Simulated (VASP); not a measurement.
AlNi:

```
Ni Al
1.0
     2.88100    0.00000    0.00000
     0.00000    2.88100    0.00000
     0.00000    0.00000    2.88100
Ni Al
1 1
Direct
  0.50000 0.50000 0.50000
  0.00000 0.00000 0.00000
```

Program: VASP 6.6.1. Alike in all runs: task single point; potentials or basis VASP PAW PBE potentials, release 64 (Ni_sv_GW, Al); spin collinear, ferromagnetic start; cell as given; cutoff (eV) 690.

**Question.** Order these runs on this cell by their pressure, lowest first.
A. level PBE; fixed moment (μB) 1.2; k mesh 8 × 8 × 8; smearing fermi-dirac 0.05 eV
B. level PBEsol; fixed moment (μB) 1.0; k mesh 8 × 8 × 8; smearing fermi-dirac 0.05 eV
C. level PBE; fixed moment (μB) 1.5; k mesh 8 × 8 × 8; smearing fermi-dirac 0.05 eV
D. level PBEsol+U; U Ni d U = 7.0 eV; k mesh 9 × 9 × 9; smearing methfessel-paxton 0.2 eV

**Answer.** D (-6.1 GPa), B (-0.5 GPa), A (6.7 GPa), C (12.5 GPa).

Caveats: the total moment is fixed, so each spin has its own Fermi level and the state may be an excited one (at least some runs); the PAW data sets were made with another functional, which shifts forces and pressure a little (at least some runs); the cell stands under pressure (at least some runs); the cell stands under tension (at least some runs); the moments typed at the start vanished in this run (at least some runs); the U is typed as a test and isn't derived for this compound (at least some runs).
